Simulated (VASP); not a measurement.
Pt3Pb, 4 atoms in the cell. It takes space group Pm-3m (No. 221, cubic). Conventional cell: a = 4.085 Å, b = 4.085 Å, c = 4.085 Å, α = 90.00°, β = 90.00°, γ = 90.00°. Pt (site symmetry 4/mmm) has 8 Pt at 2.89 Å and 4 Pb at 2.89 Å within 3.8 Å. Within 3.8 Å of Pb (site symmetry m-3m) lie 12 Pt at 2.89 Å.  This cell differs from its parent crystal: volume scaled by 1.02.

```yaml
Program: VASP 6.6.1
Task: electric field gradients
Functional: LDA
Potentials_or_basis: VASP PAW LDA potentials, release 64 (Pt, Pb_d)
Cutoff: 520 eV
k_mesh: 9 × 9 × 9
Occupations: fermi-dirac, width 0.03 eV
Spin: no spin polarisation
Dipole_correction: no
Further_INCAR_settings: ALGO = Normal; EDIFF = 1e-08; NBANDS = 30
```

Potentials or basis: VASP PAW LDA potentials, release 64 (Pt, Pb_d).

Run with:

```sh
$ cat potpaw_LDA.64/Pt/POTCAR potpaw_LDA.64/Pb_d/POTCAR > POTCAR
$ mpirun -np 1 vasp_std > vasp.out
```

Hardware: 1 thread of Intel(R) Xeon(R) Platinum 8375C CPU @ 2.90GHz (Ice Lake) (shared host).

**Question.** Estimate the wall time of this run.

**Answer.** It took 62 s on 1 thread of Intel(R) Xeon(R) Platinum 8375C CPU @ 2.90GHz (Ice Lake) (shared host), peak memory 0.19 GiB. Counts: scf iterations 13, k points 35.
